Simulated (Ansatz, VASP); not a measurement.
**Ge in VASP and in Ansatz**

```
CELL_PARAMETERS angstrom
0.00000 2.85864 2.77608
2.85864 0.00000 2.77608
2.85864 2.85864 0.00000
ATOMIC_POSITIONS crystal
Ge 0.00000 0.00000 0.00000
Ge 0.25000 0.25000 0.25000
```

Change from the starting cell: strained cell.

Alike in both runs: task relaxation of the atoms; functional LDA; k mesh 12 × 12 × 12; occupations gaussian, width 0.1 eV; no spin polarisation.

|  | VASP | Ansatz |
| --- | --- | --- |
| version | VASP 6.6.1 | Ansatz 0.2.0 |
| potentials or method | VASP PAW LDA potentials, release 64 (Ge_d), cutoff 450 eV | scalar-relativistic, plane waves, PAW |
| valence electrons in the cell | 28 | 28 |

Ansatz gave:

| Quantity | Value |
| --- | --- |
| gap on the k mesh at the Fermi level, each at its own relaxed structure (eV) | 0.10 |

Question: Estimate VASP's values.

Answer: gap on the k mesh at the Fermi level, each at its own relaxed structure (eV): 0.12.

LDA's correlation is that of Perdew and Zunger in VASP and of Perdew and Wang (1992) in Ansatz. Ansatz's warnings: stress scf threshold loose.

Noted on VASP's run: the relaxation stopped at its first step, so nothing moved.
